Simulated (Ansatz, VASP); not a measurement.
# Eu: VASP beside Ansatz

```
Eu
1.0
    -2.30300    2.30300    2.30300
     2.30300   -2.30300    2.30300
     2.30300    2.30300   -2.30300
Eu
1
Cartesian
  0.0000 0.0000 0.0000
```

Alike in both runs: task single point; functional PBEsol; k mesh 7 × 7 × 7; occupations fermi-dirac, width 0.05 eV; collinear spin; fixed moment 10.5 μB.

|  | VASP | Ansatz |
| --- | --- | --- |
| version | VASP 6.6.1 | Ansatz 0.2.0 |
| potentials or method | VASP PAW PBE potentials, release 64 (Eu) | Ansatz PAW |
| plane-wave cutoff (eV) | 520 | 420 |
| valence electrons in the cell | 17 | 17 |

Ansatz gave:

* pressure (GPa): -6.7
* net moment per atom (μB): 10.50
* size of the moment on the site where the two differ most (μB): 9.28

Q: Estimate VASP's values.

A: Pressure (GPa): -6.9; net moment per atom (μB): 10.50; size of the moment on the site where the two differ most (μB): 8.25.

VASP's potentials were made for PBE, not for PBEsol. Site moments also hang on the region over which each program counts them.

Neither program's run includes spin-orbit coupling.
